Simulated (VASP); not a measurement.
# Hg3Pt (Pm-3m) in VASP: a series of runs

Aim: see how the results for Hg3Pt move with the level of theory and the settings. Levels: PBE, BLYP, revPBE. Tasks: single point.

All numbers are computed with VASP 6.6.1; they aren't measurements. Logs are shortened: lines on timing, memory, paths and dates and some standing lists are left out, and cuts for length are marked.

## Step 1: The cell of the first run

It takes space group Pm-3m (No. 221, cubic). The conventional cell has a = 4.344 Å, b = 4.344 Å, c = 4.344 Å, α = 90.00°, β = 90.00°, γ = 90.00°. Hg (site symmetry 4/mmm) has 8 Hg at 3.07 Å and 4 Pt at 3.07 Å within 4.0 Å. Pt (site symmetry m-3m) has 12 Hg at 3.07 Å within 4.0 Å.

## Step 2: Single point, PBE

Contents of INCAR:

```
PREC = Accurate ; ENCUT = 500
EDIFF = 1E-6 ; ISMEAR = 1
SIGMA = 0.15 ; LREAL = False
LASPH = True ; NELM = 120
ALGO = Normal ; ISIF = 2
LWAVE = False ; LCHARG = False
GGA = PE ; NBANDS = 31
GGA_COMPAT = False
```

Contents of KPOINTS:

```
Automatic mesh
0
Gamma
  6 6 6
```

Contents of POSCAR:

```
Hg3Pt
1.0
    4.3442210000      0.0000000000      0.0000000000
    0.0000000000      4.3442210000      0.0000000000
    0.0000000000      0.0000000000      4.3442210000
Hg Pt
3 1
Direct
    0.0000000000      0.5000000000      0.5000000000
    0.5000000000      0.0000000000      0.5000000000
    0.5000000000      0.5000000000      0.0000000000
    0.0000000000      0.0000000000      0.0000000000
```

Potentials or basis: VASP PAW PBE potentials, release 64 (Hg, Pt).

Launch:

```sh
$ cat potpaw_PBE.64/Hg/POTCAR potpaw_PBE.64/Pt/POTCAR > POTCAR
$ mpirun -np 1 vasp_std > vasp.out
```

OUTCAR:

```text
PREC = Accurate
   ENCUT = 500
   EDIFF = 1E-6
   ISMEAR = 1
   LREAL = False
   LASPH = True
   NELM = 120
   ISIF = 2
   GGA = PE

 ion  position               nearest neighbor table
   1  0.000  0.500  0.500-   2 3.07   3 3.07   4 3.07   3 3.07   4 3.07   2 3.07   4 3.07   4 3.07
                             2 3.07   3 3.07   3 3.07   2 3.07
   2  0.500  0.000  0.500-   1 3.07   3 3.07   4 3.07   3 3.07   4 3.07   1 3.07   3 3.07   3 3.07
                             1 3.07   4 3.07   4 3.07   1 3.07
   3  0.500  0.500  0.000-   1 3.07   2 3.07   4 3.07   1 3.07   2 3.07   2 3.07   4 3.07   2 3.07
                             1 3.07   4 3.07   1 3.07   4 3.07
   4  0.000  0.000  0.000-   1 3.07   2 3.07   3 3.07   1 3.07   2 3.07   1 3.07   3 3.07   1 3.07
                             2 3.07   3 3.07   2 3.07   3 3.07

  LATTYP: Found a simple cubic cell.
 ALAT       =     4.3442210000

  Lattice vectors:

 A1 = (   4.3442210000,   0.0000000000,   0.0000000000)
 A2 = (   0.0000000000,   4.3442210000,   0.0000000000)
 A3 = (   0.0000000000,   0.0000000000,   4.3442210000)

Analysis of symmetry for initial positions (statically):
=====================================================================
 Subroutine PRICEL returns:
 Original cell was already a primitive cell.

 Routine SETGRP: Setting up the symmetry group for a
 simple cubic supercell.

 Subroutine GETGRP returns: Found 48 space group operations
 (whereof 48 operations were pure point group operations)
 out of a pool of 48 trial point group operations.

The static configuration has the point symmetry O_h .

Analysis of symmetry for dynamics (positions and initial velocities):
=====================================================================
 Subroutine PRICEL returns:
 Original cell was already a primitive cell.

 Routine SETGRP: Setting up the symmetry group for a
 simple cubic supercell.

 Subroutine GETGRP returns: Found 48 space group operations
 (whereof 48 operations were pure point group operations)
 out of a pool of 48 trial point group operations.

The dynamic configuration has the point symmetry O_h .

 Subroutine INISYM returns: Found 48 space group operations
 (whereof 48 operations are pure point group operations),
 and found     1 'primitive' translations

----------------------------------------------------------------------------------------
[... 91 lines left out ...]
   NELM   =    120;   NELMIN=  2; NELMDL= -5     # of ELM steps
   EDIFF  = 0.1E-05   stopping-criterion for ELM
   LREAL  =      F    real-space projection
   EDIFFG = 0.1E-04   stopping-criterion for IOM
   NSW    =      0    number of steps for IOM
   IBRION =     -1    ionic relax: 0-MD 1-quasi-New 2-CG
   NFREE  =      0    steps in history (QN), initial steepest desc. (CG)
   ISIF   =      2    stress and relaxation
   ISYM   =      2    0-nonsym 1-usesym 2-fastsym
   POTIM  = 0.5000    time-step for ionic-motion
   TEBEG  =    0.0;   TEEND  =   0.0 temperature during run
   PSTRESS=    0.0 pullay stress
   NELECT =      46.0000    total number of electrons
   NUPDOWN=      -1.0000    fix difference up-down
   EMIN   =  10.00;   EMAX   =-10.00  energy-range for DOS
   EFERMI =   0.00;   METHOD = LEGACY
   ISMEAR =     1;   SIGMA  =   0.15  broadening in eV -4-tet -1-fermi 0-gaus
   EFERMI_NEDOS =   21; number of points for ismear=-14 and -15
   IALGO  =     38    algorithm
   IMIX   =      4    mixing-type and parameters
     AMIX     =   0.40;   BMIX     =  1.00
     AMIX_MAG =   1.60;   BMIX_MAG =  1.00
  volume/ion in A,a.u.               =      20.50       138.32
  Fermi-wavevector in a.u.,A,eV,Ry     =   1.350254  2.551610 24.805956  1.823186
  Thomas-Fermi vector in A             =   2.477774
   LORBIT       =      0    0 simple, 1 ext, 2 COOP (PROOUT), +10 PAW based schemes
   GGA     = PE    functional components
   LHFCALC =     F    Hartree Fock is set to
   AEXX    =    0.0000 exact exchange contribution
   IVDW    =     0    specifies the selected vdW correction
   LEPSILON=     F    determine dielectric tensor
   LRPA    =     F    only Hartree local field effects (RPA)
 non-spin polarized calculation
 Methfessel and Paxton  Order N= 1 SIGMA  =   0.15
  energy-cutoff  :      500.00
  volume of cell :       81.99
 maximum number of plane-waves:      2103
 NGX is ok and might be reduce to    32
   NGX = 15   NGY = 15   NGZ = 15

 number of electron      45.9999994 magnetization

 Free energy of the ion-electron system (eV)
  ---------------------------------------------------
  ext. energy  EPLUGINS =         0.00000000
  ---------------------------------------------------
  free energy    TOTEN  =        -5.76969312 eV

  energy without entropy =       -5.76685659  energy(sigma->0) =       -5.76874761

 E-fermi :   4.6970     XC(G=0): -11.6794

 val. band max:        4.6734935026   @ k =   0.3333   0.1667   0.0000
 cond. band min:       4.7454433171   @ k =   0.5000   0.3333   0.3333
 fundamental gap:      0.0719498146
 Fermi energy:         4.6969570975

 k-point     1 :       0.0000    0.0000    0.0000
  band No.  band energies     occupation
      1      -5.1285      2.00000
      2      -3.9858      2.00000
      3      -3.7225      2.00000
      4      -3.7225      2.00000
      5      -3.7225      2.00000
      6      -3.4735      2.00000
[... 669 lines left out ...]
     30      17.9661      0.00000
     31      17.9661      0.00000

------------------------ aborting loop because EDIFF is reached ----------------------------------------

  FORCE on cell =-STRESS in cart. coord.  units (eV):
  Direction    XX          YY          ZZ          XY          YZ          ZX
  --------------------------------------------------------------------------------------
  -------------------------------------------------------------------------------------
  Total       -0.4179295     -0.4179295     -0.4179295      0.0000000     -0.0000000      0.0000000
  in kB       -8.1672876     -8.1672876     -8.1672876      0.0000000     -0.0000000      0.0000000
  external PRESSURE =      -8.1672876 kB  Pullay stress =       0.0000000 kB

 VOLUME and BASIS-vectors are now :
 -----------------------------------------------------------------------------
  energy-cutoff  :      500.00
  volume of cell :       81.99
      direct lattice vectors                 reciprocal lattice vectors
     4.344221000  0.000000000  0.000000000     0.230190867  0.000000000  0.000000000
     0.000000000  4.344221000  0.000000000     0.000000000  0.230190867  0.000000000
     0.000000000  0.000000000  4.344221000     0.000000000  0.000000000  0.230190867

 POSITION                                       TOTAL-FORCE (eV/Angst)
 -----------------------------------------------------------------------------------
      0.00000      2.17211      2.17211         0.000000      0.000000      0.000000
      2.17211      0.00000      2.17211         0.000000      0.000000      0.000000
      2.17211      2.17211      0.00000         0.000000      0.000000      0.000000
      0.00000      0.00000      0.00000         0.000000      0.000000      0.000000
 -----------------------------------------------------------------------------------
    total drift:                                0.000000     -0.000000     -0.000000

  FREE ENERGIE OF THE ION-ELECTRON SYSTEM (eV)
  ---------------------------------------------------
  free  energy   TOTEN  =        -5.7696931245 eV

  energy  without entropy=       -5.7668565895  energy(sigma->0) =       -5.76874761
```

Wall time 32 s (1 thread of Intel Xeon Platinum 8488C (Sapphire Rapids), shared host); peak memory 0.2 GiB.

Results:

* Free energy: -5.7697 eV
* Pressure: -0.8 GPa
* Band gap on the k mesh: zero (bands 23 and 24 overlap by 2.72 eV)

Levels at points of the mesh, in eV from the Fermi level:
```tsv
k point	band 20	band 21	band 22	band 23	band 24	band 25	band 26	band 27
(0.00, 0.00, 0.00)	-1.56	-1.56	-0.12	-0.12	-0.12	2.04	2.04	3.18
(0.50, 0.00, 0.00)	-2.40	-1.97	-1.61	0.93	2.65	3.91	3.91	4.01
(0.50, 0.50, 0.00)	-2.42	-2.42	-1.95	-1.12	-0.63	5.02	5.54	5.54
(0.50, 0.50, 0.50)	-1.64	-1.64	-1.52	-1.52	-1.52	0.47	0.47	0.47
```

Caveat: spin-orbit coupling is left out, which moves the levels of the heavy elements.

## Step 3: Single point, BLYP

Contents of INCAR:

```
PREC = Accurate ; ENCUT = 500
EDIFF = 1E-6 ; ISMEAR = 1
SIGMA = 0.15 ; LREAL = F
LASPH = T ; NELM = 120
ALGO = Normal ; ISIF = 2
LWAVE = F ; LCHARG = T
GGA = B5 ; ALDAX = 1.0
AGGAX = 1.0 ; AGGAC = 1.0
ALDAC = 0.0 ; LELF = T
LVHAR = T ; NBANDS = 31
GGA_COMPAT = F
```

Contents of KPOINTS:

```
regular mesh
0
Gamma
  6 6 6
```

POSCAR is that of step 2.

Potentials or basis: VASP PAW PBE potentials, release 64 (Hg, Pt).

Launch:

```sh
$ cat potpaw_PBE.64/Hg/POTCAR potpaw_PBE.64/Pt/POTCAR > POTCAR
$ mpirun -np 1 vasp_std > vasp.out
```

Wall time 50 s (1 thread of Intel Xeon Platinum 8488C (Sapphire Rapids), shared host); peak memory 0.19 GiB.

The run converged. Its results:

| Quantity | Value |
| --- | --- |
| Free energy | -2.7781 eV |
| Pressure | 7.9 GPa |
| Band gap on the k mesh | zero (bands 23 and 24 overlap by 2.41 eV) |

Levels at points of the mesh, in eV from the Fermi level:
```tsv
k point	band 19	band 20	band 21	band 22	band 23	band 24	band 25	band 26	band 27	band 28
(0.00, 0.00, 0.00)	-1.56	-1.56	-1.56	-0.02	-0.02	-0.02	1.92	1.92	3.16	7.58
(0.50, 0.00, 0.00)	-2.62	-2.40	-1.98	-1.61	0.78	2.55	3.96	3.96	4.10	4.10
(0.50, 0.50, 0.00)	-3.71	-2.42	-2.42	-1.97	-1.12	-0.63	5.02	5.58	5.58	6.27
(0.50, 0.50, 0.50)	-2.16	-1.65	-1.65	-1.36	-1.36	-1.36	0.41	0.41	0.41	0.92
```

Caveat: the cell stands under pressure; the PAW data sets were made with another functional, which shifts forces and pressure a little; spin-orbit coupling is left out, which moves the levels of the heavy elements.

## Step 4: Single point, revPBE

Contents of INCAR:

```
SYSTEM = Hg3Pt
PREC = Accurate ; ENCUT = 500
EDIFF = 1E-6 ; ISMEAR = 1
SIGMA = 0.15 ; LREAL = .False.
LASPH = .True. ; NELM = 120
ALGO = Normal ; ISIF = 2
LWAVE = .False. ; LCHARG = .True.
GGA = RE ; LELF = .True.
LVHAR = .True. ; NBANDS = 31
GGA_COMPAT = .False.
```

Contents of KPOINTS:

```
Automatic mesh
0
Gamma
  6 6 6
  0 0 0
```

POSCAR is that of step 3.

Launch:

```sh
$ cat potpaw_PBE.64/Hg/POTCAR potpaw_PBE.64/Pt/POTCAR > POTCAR
$ mpirun -np 1 vasp_std > vasp.out
```

Wall time 30 s (1 thread of Intel Xeon Platinum 8488C (Sapphire Rapids), shared host); peak memory 0.2 GiB.

Results (log left out):

- Free energy: -4.0391 eV
- Pressure: 1.4 GPa
- Band gap on the k mesh: zero (bands 23 and 24 overlap by 2.72 eV)

Levels at points of the mesh, in eV from the Fermi level:
```tsv
k point	band 19	band 20	band 21	band 22	band 23	band 24	band 25	band 26	band 27	band 28
(0.00, 0.00, 0.00)	-1.57	-1.57	-1.57	-0.11	-0.11	-0.11	2.05	2.05	3.18	7.61
(0.50, 0.00, 0.00)	-2.63	-2.42	-1.98	-1.62	0.95	2.66	3.91	3.91	4.01	4.01
(0.50, 0.50, 0.00)	-3.70	-2.43	-2.43	-1.96	-1.13	-0.64	5.03	5.54	5.54	6.20
(0.50, 0.50, 0.50)	-2.30	-1.65	-1.65	-1.52	-1.52	-1.52	0.46	0.46	0.46	0.93
```

Caveat: the PAW data sets were made with another functional, which shifts forces and pressure a little; spin-orbit coupling is left out, which moves the levels of the heavy elements.

## Step 5: Overview

| level | gap on the mesh (eV) | pressure (GPa) |
| --- | --- | --- |
| PBE | none | -0.8 |
| BLYP | none | 7.9 |
| revPBE | none | 1.4 |

Alike in all rows: task single point; potentials or basis VASP PAW PBE potentials, release 64 (Hg, Pt); no spin polarisation; cell as given; k mesh 6 × 6 × 6; cutoff (eV) 500; smearing methfessel-paxton 0.15 eV.

The pressure there spans -0.8 GPa (PBE) to 7.9 GPa (BLYP); a positive pressure means that this level wants a larger cell, a negative one a smaller.

Caveats: spin-orbit coupling is left out, which moves the levels of the heavy elements; the PAW data sets were made with another functional, which shifts forces and pressure a little (at least some runs); the cell stands under pressure (at least some runs).

Total energies depend on the potentials used, so only differences within one code and one set of settings carry meaning.
